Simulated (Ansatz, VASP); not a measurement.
**Pt in VASP and in Ansatz**

```
Pt
1.0
     0.00000    1.96000    1.96000
     1.96000    0.00000    1.96000
     1.96000    1.96000    0.00000
Pt
1
Direct
  0.00000 0.00000 0.00000
```

Alike in both runs: task single point; functional PBE; k mesh 18 × 18 × 18; occupations gaussian, width 0.05 eV; no spin polarisation.

|  | VASP | Ansatz |
| --- | --- | --- |
| version | VASP 6.6.1 | Ansatz 0.2.0 |
| potentials or method | VASP PAW PBE potentials, release 64 (Pt), cutoff 520 eV | scalar-relativistic, plane waves, PAW |
| valence electrons in the cell | 10 | 18 |

```csv
,VASP,Ansatz,Ansatz less VASP
gap on the k mesh at the Fermi level (eV),none,none,-
pressure (GPa),9.9,10.4,+0.54
```

A gap of «none» marks a metal or a gap that the smearing closes. VASP's potentials hold 10 valence electrons a cell and Ansatz's 18, so a difference there can come from the potentials and not from the codes.

Neither program's run includes spin-orbit coupling.
